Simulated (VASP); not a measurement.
A run of VASP 6.6.1 is set up as follows.

File INCAR:

```
PREC = Accurate
ENCUT = 600
EDIFF = 1E-6
ISMEAR = 0
SIGMA = 0.1
LREAL = False
LASPH = True
NELM = 120
ALGO = Normal
ISIF = 2
LWAVE = False
LCHARG = False
GGA = PE
NBANDS = 16
GGA_COMPAT = False
```

The input KPOINTS:

```
regular mesh
0
Gamma
  20 20 20
```

Contents of POSCAR:

```
ZrN
1.0
    0.0000000000      2.3200749686      2.3200749686
    2.3200749686      0.0000000000      2.3200749686
    2.3200749686      2.3200749686      0.0000000000
Zr N
1 1
Direct
    0.0000000000      0.0000000000      0.0000000000
    0.5000000000      0.5000000000      0.5000000000
```

Potentials or basis: VASP PAW PBE potentials, release 64 (Zr_sv, N).

Run with:

```bash
$ cat potpaw_PBE.64/Zr_sv/POTCAR potpaw_PBE.64/N/POTCAR > POTCAR
$ mpirun -np 1 vasp_std > vasp.out
```

Problem. Estimate the pressure.

Solution. -6.8 GPa.
